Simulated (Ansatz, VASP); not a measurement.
# Sn: VASP beside Ansatz

```
Sn
1.0
     3.26790    0.00000    0.00000
    -1.63395    2.83009    0.00000
     0.00000    0.00000    3.07265
Sn
1
Direct
  0.00000 0.00000 0.50000
```

Alike in both runs: functional PBE; k mesh 18 × 18 × 18; occupations gaussian, width 0.1 eV; no spin polarisation.

Ansatz relaxed the structure, and its values are those at the end. VASP's run is a single point on that final structure, the one shown.

|  | VASP | Ansatz |
| --- | --- | --- |
| version | VASP 6.6.1 | Ansatz 0.2.0 |
| potentials or method | VASP PAW PBE potentials, release 64 (Sn_d), cutoff 520 eV | scalar-relativistic, plane waves, PAW |
| valence electrons in the cell | 14 | 14 |

|  | VASP | Ansatz | Ansatz less VASP |
| --- | --- | --- | --- |
| gap on the k mesh at the Fermi level (eV) | none | none | - |
| pressure (GPa) | -0.1 | 0.0 | +0.06 |

A gap of «none» marks a metal or a gap that the smearing closes.
